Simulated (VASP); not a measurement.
A run of VASP 6.6.1:

INCAR

```
ALGO     = Normal         # electronic algorithm
EDIFF    = 1E-6           # SCF threshold, eV
ENCUT    = 520            # plane-wave cutoff, eV
GGA      = PS             # functional
ISIF     = 2              # what is computed and relaxed
ISMEAR   = 0              # smearing method
LASPH    = True           # aspherical terms in the spheres
LCHARG   = False          # write CHGCAR
LREAL    = Auto         
LWAVE    = False          # write WAVECAR
NBANDS   = 79             # bands
NELM     = 80             # most SCF steps
PREC     = Accurate       # precision mode
SIGMA    = 0.05           # smearing width, eV
```

File KPOINTS:

```
k-points
0
Gamma
  2 2 2
```

Contents of POSCAR:

```
Si7O16
1.0
   -4.1520000000     -4.1520000000      0.0000000000
    4.1520000000     -4.1520000000      0.0000000000
    0.0000000000      0.0000000000      5.3180000000
Si O
7 16
Direct
    0.4993999277      0.4998344171     -0.0068990222
   -0.0006005539      0.5066850915      0.2456423467
    0.4993971580      0.4524629094      0.4985992854
   -0.0006017582      0.5070087909      0.7473482512
   -0.0006112717      0.0086888247     -0.0006274915
    0.4994034200     -0.1171635356      0.4783136517
   -0.0005971821      0.0136588391      0.5012410681
    0.1954667630      0.5157902216     -0.0040141030
   -0.0006005539      0.2086761802      0.2432971042
    0.8033321291      0.5157907033     -0.0040131628
   -0.0006004335      0.8091572736      0.2535189921
    0.1935174615      0.4989704961      0.4960507710
   -0.0006019990      0.2080386561      0.7561566378
    0.8052796243      0.4989718208      0.4960500188
   -0.0006015173      0.8105521435      0.7465210605
    0.7109458092      0.0041958092      0.0134277924
    0.4993947495      0.6915438343      0.2550579165
    0.2878374277      0.0042011079      0.0133916886
    0.4994000482      0.3055565992      0.2313303874
    0.7193156310      0.0307313343      0.4993569011
    0.4994000482      0.6945541908      0.7163392253
    0.2794855491      0.0307300096      0.4993420459
    0.4994002890      0.3034730250      0.7627711546
```

Potentials or basis: VASP PAW PBE potentials, release 64 (Si, O).

Run with:

```bash
$ cat potpaw_PBE.64/Si/POTCAR potpaw_PBE.64/O/POTCAR > POTCAR
$ mpirun -np 1 vasp_std > vasp.out
```

Hardware: 1 thread of AMD EPYC 9R45 96-Core Processor (Zen 5), on a shared host.

How long does it take, and how much memory?

Wall time 2.7 min on 1 thread of AMD EPYC 9R45 96-Core Processor (Zen 5) (shared host), peak memory 0.28 GiB. Counts: scf iterations 20, k points 8.
